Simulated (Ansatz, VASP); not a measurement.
W in VASP and in Ansatz

```
CELL_PARAMETERS angstrom
5.08300 0.00000 0.00000
0.00000 5.08300 0.00000
0.00000 0.00000 5.03217
ATOMIC_POSITIONS crystal
W 0.00000 0.00000 0.00000
W 0.50000 0.50000 0.50000
W 0.00000 0.50000 0.25000
W 0.00000 0.50000 0.75000
W 0.25000 0.00000 0.50000
W 0.75000 0.00000 0.50000
W 0.50000 0.75000 0.00000
W 0.50000 0.25000 0.00000
```

Change from the starting cell: z stretched by -1 %, ions relaxed.

Alike in both runs: functional PBE; k mesh 9 × 9 × 9; occupations fermi-dirac, width 0.05 eV; no spin polarisation.

Ansatz relaxed the structure, and its values are those at the end. VASP's run is a single point on that final structure, the one shown.

|  | VASP | Ansatz |
| --- | --- | --- |
| version | VASP 6.6.1 | Ansatz 0.2.0 |
| potentials or method | VASP PAW PBE potentials, release 64 (W_sv) | plane-wave PAW, scalar-relativistic |
| plane-wave cutoff (eV) | 520 | 420 |
| valence electrons in the cell | 112 | 112 |

Ansatz gave:

- pressure (GPa): 2.5
- rms of the force components (eV/Å): 0.003

Problem. What did VASP give for the same quantities?

Solution. Pressure (GPa): 3.1; rms of the force components (eV/Å): 0.004.

With one functional, cell and mesh, what is left measures potentials, basis and numerics. Ansatz's warnings: stress scf threshold loose.

Neither program's run includes spin-orbit coupling.
